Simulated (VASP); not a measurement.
A run of VASP 6.6.1:

The input INCAR:

```
PREC = Accurate
ENCUT = 600
EDIFF = 1E-7
ISMEAR = 0
SIGMA = 0.1
LREAL = False
LASPH = True
NELM = 150
ALGO = Normal
ISIF = 3
LWAVE = False
LCHARG = False
ISPIN = 2
MAGMOM = 0 0 0 4
LORBIT = 11
LMAXMIX = 4
GGA = PS
IBRION = 2
NSW = 80
EDIFFG = -0.01
```

File KPOINTS:

```
regular mesh
0
Gamma
  12 12 12
```

File POSCAR:

```
MnAl3
1.0
    0.0000000000      3.0078250317      3.0078250317
    3.0078250317      0.0000000000      3.0078250317
    3.0078250317      3.0078250317      0.0000000000
Al Mn
3 1
Direct
    0.2500000000      0.2500000000      0.2500000000
    0.7500000000      0.7500000000      0.7500000000
    0.5000000000      0.5000000000      0.5000000000
    0.0000000000      0.0000000000      0.0000000000
```

Potentials or basis: VASP PAW PBE potentials, release 64 (Al, Mn_pv).

Launch:

```bash
$ cat potpaw_PBE.64/Al/POTCAR potpaw_PBE.64/Mn_pv/POTCAR > POTCAR
$ mpirun -np 1 vasp_std > vasp.out
```

Hardware: 1 thread of AMD EPYC 9R45 96-Core Processor (Zen 5), on a shared host.

Q: How long does it take, and how much memory?

A: It took 3 min on 1 thread of AMD EPYC 9R45 96-Core Processor (Zen 5), with other jobs on the host, peak memory 0.3 GiB. Counts: scf iterations 23, k points 72, ion steps 2.
